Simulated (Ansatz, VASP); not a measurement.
**TePb in VASP and in Ansatz**

```
CELL_PARAMETERS angstrom
4.00229 0.00000 0.00000
0.00000 4.00229 0.00000
0.00000 0.00000 4.00229
ATOMIC_POSITIONS crystal
Pb 0.00000 0.00000 0.00000
Te 0.50000 0.50000 0.50000
```

Alike in both runs: task single point; functional LDA; k mesh 7 × 7 × 7; occupations gaussian, width 0.1 eV; no spin polarisation.

|  | VASP | Ansatz |
| --- | --- | --- |
| version | VASP 6.6.1 | Ansatz 0.2.0 |
| potentials or method | VASP PAW LDA potentials, release 64 (Pb_d, Te) | Ansatz PAW |
| plane-wave cutoff (eV) | 520 | 420 |
| valence electrons in the cell | 20 | 30 |

|  | VASP | Ansatz | Ansatz less VASP |
| --- | --- | --- | --- |
| gap on the k mesh at the Fermi level (eV) | none | none | - |
| pressure (GPa) | -4.0 | -3.9 | +0.03 |

LDA's correlation is that of Perdew and Zunger in VASP and of Perdew and Wang (1992) in Ansatz. A gap of «none» marks a metal or a gap that the smearing closes. VASP's potentials hold 20 valence electrons a cell and Ansatz's 30, so a difference there can come from the potentials and not from the codes.

Spin-orbit coupling is off throughout.
